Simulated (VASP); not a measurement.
# Cd4SeS3 (P-43m) in VASP: relaxation of cell and atoms with PBE

Aim: the relaxation of cell and atoms of Cd4SeS3 with PBE.

Everything below comes from runs of VASP 6.6.1. Logs are shortened: lines on timing, memory, paths and dates and some standing lists are left out, and cuts for length are marked.

### 1 The cell of the first run

Symmetry: P-43m, No. 215, cubic system. The conventional cell has a = 5.997 Å, b = 5.997 Å, c = 5.997 Å, α = 90.00°, β = 90.00°, γ = 90.00°. Within 3.4 Å of Cd (site symmetry 3m) lie 3 S at 2.58 Å and 1 Se at 2.66 Å. Within 3.5 Å of Se (site symmetry -43m) lie 4 Cd at 2.66 Å. S (site symmetry -42m) has 4 Cd at 2.58 Å within 3.4 Å.

### 2 Relaxation of cell and atoms, PBE

File INCAR:

```
SYSTEM = Cd4SeS3
PREC = Accurate
ENCUT = 600
EDIFF = 1E-6
ISMEAR = 0
SIGMA = 0.02
LREAL = .False.
LASPH = .True.
NELM = 80
ALGO = Normal
ISIF = 3
LWAVE = .False.
LCHARG = .False.
GGA = PE
IBRION = 2
NSW = 100
EDIFFG = -0.01
```

File KPOINTS:

```
regular mesh
0
Gamma
  6 6 6
  0 0 0
```

File POSCAR:

```
Cd4SeS3
1.0
    5.9967949816      0.0000000000      0.0000000000
    0.0000000000      5.9967949816      0.0000000000
    0.0000000000      0.0000000000      5.9967949816
Cd Se S
4 1 3
Direct
    0.2438319058      0.7561680942      0.2438319058
    0.2438319058      0.2438319058      0.7561680942
    0.7561680942      0.7561680942      0.7561680942
    0.7561680942      0.2438319058      0.2438319058
    0.5000000000      0.5000000000      0.5000000000
    0.5000000000      0.0000000000      0.0000000000
    0.0000000000      0.0000000000      0.5000000000
    0.0000000000      0.5000000000      0.0000000000
```

Potentials or basis: VASP PAW PBE potentials, release 64 (Cd, Se, S).

On the command line:

```
> cat potpaw_PBE.64/Cd/POTCAR potpaw_PBE.64/Se/POTCAR potpaw_PBE.64/S/POTCAR > POTCAR
> mpirun -np 1 vasp_std > vasp.out
```

OUTCAR:

```text
SYSTEM = Cd4SeS3
   PREC = Accurate
   ENCUT = 600
   EDIFF = 1E-6
   ISMEAR = 0
   LREAL = .False.
   LASPH = .True.
   NELM = 80
   ISIF = 3
   GGA = PE
   IBRION = 2
   NSW = 100
   EDIFFG = -0.01

 ion  position               nearest neighbor table
   1  0.244  0.756  0.244-   6 2.58   7 2.58   8 2.58   5 2.66
   2  0.244  0.244  0.756-   6 2.58   7 2.58   8 2.58   5 2.66
   3  0.756  0.756  0.756-   6 2.58   7 2.58   8 2.58   5 2.66
   4  0.756  0.244  0.244-   6 2.58   7 2.58   8 2.58   5 2.66
   5  0.500  0.500  0.500-   1 2.66   2 2.66   3 2.66   4 2.66
   6  0.500  0.000  0.000-   1 2.58   2 2.58   3 2.58   4 2.58
   7  0.000  0.000  0.500-   1 2.58   2 2.58   3 2.58   4 2.58
   8  0.000  0.500  0.000-   1 2.58   2 2.58   3 2.58   4 2.58

  LATTYP: Found a simple cubic cell.
 ALAT       =     5.9967949816

  Lattice vectors:

 A1 = (   5.9967949816,   0.0000000000,   0.0000000000)
 A2 = (   0.0000000000,   5.9967949816,   0.0000000000)
 A3 = (   0.0000000000,   0.0000000000,   5.9967949816)

Analysis of symmetry for initial positions (statically):
=====================================================================
 Subroutine PRICEL returns:
 Original cell was already a primitive cell.

 Routine SETGRP: Setting up the symmetry group for a
 simple cubic supercell.

 Subroutine GETGRP returns: Found 24 space group operations
 (whereof 24 operations were pure point group operations)
 out of a pool of 48 trial point group operations.

The static configuration has the point symmetry T_d .

Analysis of symmetry for dynamics (positions and initial velocities):
=====================================================================
 Subroutine PRICEL returns:
 Original cell was already a primitive cell.

 Routine SETGRP: Setting up the symmetry group for a
 simple cubic supercell.

 Subroutine GETGRP returns: Found 24 space group operations
 (whereof 24 operations were pure point group operations)
 out of a pool of 48 trial point group operations.

The dynamic configuration has the point symmetry T_d .

 Subroutine INISYM returns: Found 24 space group operations
 (whereof 24 operations are pure point group operations),
 and found     1 'primitive' translations

----------------------------------------------------------------------------------------

                                     Primitive cell

  volume of cell :     215.6540

  direct lattice vectors                    reciprocal lattice vectors
     5.996794982  0.000000000  0.000000000     0.166755743  0.000000000  0.000000000
     0.000000000  5.996794982  0.000000000     0.000000000  0.166755743  0.000000000
     0.000000000  0.000000000  5.996794982     0.000000000  0.000000000  0.166755743

  length of vectors
     5.996794982  5.996794982  5.996794982     0.166755743  0.166755743  0.166755743

  position of ions in fractional coordinates (direct lattice)
     0.243831906  0.756168094  0.243831906
     0.243831906  0.243831906  0.756168094
     0.756168094  0.756168094  0.756168094
     0.756168094  0.243831906  0.243831906
     0.500000000  0.500000000  0.500000000
     0.500000000  0.000000000  0.000000000
     0.000000000  0.000000000  0.500000000
     0.000000000  0.500000000  0.000000000

  ion indices of the primitive-cell ions
   primitive index   ion index
                 1           1
                 2           2
                 3           3
                 4           4
                 5           5
                 6           6
                 7           7
                 8           8

----------------------------------------------------------------------------------------

 KPOINTS: regular mesh

Automatic generation of k-mesh.
 Grid dimensions read from file:
 generate k-points for:    6    6    6

 Generating k-lattice:

  Cartesian coordinates                     Fractional coordinates (reciprocal lattice)
     0.027792624  0.000000000  0.000000000     0.166666667  0.000000000  0.000000000
     0.000000000  0.027792624  0.000000000     0.000000000  0.166666667  0.000000000
     0.000000000  0.000000000  0.027792624     0.000000000  0.000000000  0.166666667

  Length of vectors
     0.027792624  0.027792624  0.027792624

  Shift w.r.t. Gamma in fractional coordinates (k-lattice)
     0.000000000  0.000000000  0.000000000

 Subroutine IBZKPT returns following result:
 ===========================================

 Found     20 irreducible k-points:

 Following reciprocal coordinates:
            Coordinates               Weight
  0.000000  0.000000  0.000000      1.000000
  0.166667  0.000000  0.000000      6.000000
  0.333333  0.000000  0.000000      6.000000
  0.500000  0.000000  0.000000      3.000000
  0.166667  0.166667  0.000000     12.000000
  0.333333  0.166667  0.000000     24.000000
[... 12 lines left out ...]
  0.500000  0.500000  0.333333      6.000000
  0.500000  0.500000  0.500000      1.000000
   k-points           NKPTS =     20   k-points in BZ     NKDIM =     20   number of bands    NBANDS=     43
   number of dos      NEDOS =    301   number of ions     NIONS =      8
   total plane-waves  NPLWV = 110592
   dimension x,y,z NGX =    48 NGY =   48 NGZ =   48
   dimension x,y,z NGXF=    96 NGYF=   96 NGZF=   96
   ions per type =               4   1   3
   NGX,Y,Z   is equivalent  to a cutoff of  13.31, 13.31, 13.31 a.u.
   NGXF,Y,Z  is equivalent  to a cutoff of  26.61, 26.61, 26.61 a.u.
 SYSTEM =  Cd4SeS3
   PREC   = accura    normal or accurate (medium, high low for compatibility)
   ISTART =      0    job   : 0-new  1-cont  2-samecut
   ICHARG =      2    charge: 1-file 2-atom 10-const
   ISPIN  =      1    spin polarized calculation?
   LNONCOLLINEAR =      F non collinear calculations
   LSORBIT =      F    spin-orbit coupling
   LASPH  =      T    aspherical Exc in radial PAW
   ENCUT  =  600.0 eV  44.10 Ry    6.64 a.u.  11.98 11.98 11.98*2*pi/ulx,y,z
   NELM   =     80;   NELMIN=  2; NELMDL= -5     # of ELM steps
   EDIFF  = 0.1E-05   stopping-criterion for ELM
   LREAL  =      F    real-space projection
   EDIFFG = -.1E-01   stopping-criterion for IOM
   NSW    =    100    number of steps for IOM
   IBRION =      2    ionic relax: 0-MD 1-quasi-New 2-CG
   NFREE  =      1    steps in history (QN), initial steepest desc. (CG)
   ISIF   =      3    stress and relaxation
   ISYM   =      2    0-nonsym 1-usesym 2-fastsym
   POTIM  = 0.5000    time-step for ionic-motion
   TEBEG  =    0.0;   TEEND  =   0.0 temperature during run
   PSTRESS=    0.0 pullay stress
   NELECT =      72.0000    total number of electrons
   NUPDOWN=      -1.0000    fix difference up-down
   EMIN   =  10.00;   EMAX   =-10.00  energy-range for DOS
   EFERMI =   0.00;   METHOD = LEGACY
   ISMEAR =     0;   SIGMA  =   0.02  broadening in eV -4-tet -1-fermi 0-gaus
   EFERMI_NEDOS =   21; number of points for ismear=-14 and -15
   IALGO  =     38    algorithm
   IMIX   =      4    mixing-type and parameters
     AMIX     =   0.40;   BMIX     =  1.00
     AMIX_MAG =   1.60;   BMIX_MAG =  1.00
  volume/ion in A,a.u.               =      26.96       181.91
  Fermi-wavevector in a.u.,A,eV,Ry     =   1.135707  2.146176 17.549221  1.289831
  Thomas-Fermi vector in A             =   2.272412
   LORBIT       =      0    0 simple, 1 ext, 2 COOP (PROOUT), +10 PAW based schemes
   GGA     = PE    functional components
   LHFCALC =     F    Hartree Fock is set to
   AEXX    =    0.0000 exact exchange contribution
   IVDW    =     0    specifies the selected vdW correction
   LEPSILON=     F    determine dielectric tensor
   LRPA    =     F    only Hartree local field effects (RPA)
 conjugate gradient relaxation of ions
 non-spin polarized calculation
 Gauss-broadening in eV      SIGMA  =   0.02
  energy-cutoff  :      600.00
  volume of cell :      215.65
 maximum number of plane-waves:      7224
 NGX is ok and might be reduce to    48
   NGX = 23   NGY = 23   NGZ = 23

--------------------------------------- Ionic step        1  -------------------------------------------

 number of electron      71.9999990 magnetization

 Free energy of the ion-electron system (eV)
  ---------------------------------------------------
  ext. energy  EPLUGINS =         0.00000000
  ---------------------------------------------------
  free energy    TOTEN  =       -23.90392175 eV

  energy without entropy =      -23.90392175  energy(sigma->0) =      -23.90392175

------------------------ aborting loop because EDIFF is reached ----------------------------------------

  FORCE on cell =-STRESS in cart. coord.  units (eV):
  Direction    XX          YY          ZZ          XY          YZ          ZX
  --------------------------------------------------------------------------------------
  -------------------------------------------------------------------------------------
  Total        0.2147993      0.2147993      0.2147993      0.0000000      0.0000000      0.0000000
  in kB        1.5958272      1.5958272      1.5958272      0.0000000      0.0000000      0.0000000
  external PRESSURE =       1.5958272 kB  Pullay stress =       0.0000000 kB
[... 153 lines left out ...]
  energy  without entropy=      -23.9042991616  energy(sigma->0) =      -23.90429916

--------------------------------------- Ionic step        5  -------------------------------------------

 number of electron      71.9999991 magnetization

 Free energy of the ion-electron system (eV)
  ---------------------------------------------------
  ext. energy  EPLUGINS =         0.00000000
  ---------------------------------------------------
  free energy    TOTEN  =       -23.90433909 eV

  energy without entropy =      -23.90433909  energy(sigma->0) =      -23.90433909

 E-fermi :   0.9054     XC(G=0):  -8.8340

 val. band max:        0.7892965477   @ k =   0.0000   0.0000   0.0000
 cond. band min:       1.6498841695   @ k =   0.0000   0.0000   0.0000
 fundamental gap:      0.8605876218
 Fermi energy:         0.9053978249

 k-point     1 :       0.0000    0.0000    0.0000
  band No.  band energies     occupation
      1     -11.3411      2.00000
      2     -10.8874      2.00000
      3     -10.8472      2.00000
      4     -10.8472      2.00000
      5      -6.8336      2.00000
      6      -6.8336      2.00000
[... 944 lines left out ...]
  FREE ENERGIE OF THE ION-ELECTRON SYSTEM (eV)
  ---------------------------------------------------
  free  energy   TOTEN  =       -23.9043390905 eV

  energy  without entropy=      -23.9043390905  energy(sigma->0) =      -23.90433909

 reached required accuracy - stopping structural energy minimisation
```

It took 3.3 min on 1 thread of Intel Xeon 6975P-C (Granite Rapids), shared host; peak memory 0.46 GiB.

What came out:

```
Free energy                           : -23.9043 eV
Relaxed volume                        : 27.04 Å³/atom
Relaxed cell                          : a = 6.003 Å, b = 6.003 Å, c = 6.003 Å, α = 90.00°, β = 90.00°, γ = 90.00°
Space group after relaxing (to 0.1 Å) : P-43m (No. 215)
Energy gained by relaxing             : 0.1 meV/atom
Ionic steps                           : 5
Pressure after relaxing               : 0.0 GPa
Largest force after relaxing          : 0.008 eV/Å
Band gap on the k mesh                : 0.86 eV
```

Forces in eV/Å, atoms in the order of the input:
```
Cd   0.005 -0.005  0.005
Cd   0.005  0.005 -0.005
Cd  -0.005 -0.005 -0.005
Cd  -0.005  0.005  0.005
Se   0.000  0.000  0.000
S    0.000  0.000  0.000
S    0.000  0.000  0.000
S    0.000  0.000  0.000
```

The path:
```csv
step,energy change (eV),largest force (eV/Å),pressure (GPa),volume (Å³)
1,0.0000,0.0212,0.16,215.65
2,-0.0004,0.0142,-0.04,216.49
3,-0.0004,0.0153,-0.02,216.37
4,-0.0004,0.0158,-0.01,216.35
5,-0.0004,0.0085,-0.01,216.33
```

Final structure:
```xyz
8
Lattice="6.0031 0.0000 0.0000 0.0000 6.0031 0.0000 0.0000 0.0000 6.0031" Properties=species:S:1:pos:R:3 pbc="T T T"
Cd    1.4647    4.5384    1.4647
Cd    1.4647    1.4647    4.5384
Cd    4.5384    4.5384    4.5384
Cd    4.5384    1.4647    1.4647
Se    3.0015    3.0015    3.0015
S     3.0015    0.0000    0.0000
S     6.0031    0.0000    3.0015
S     0.0000    3.0015    0.0000
```
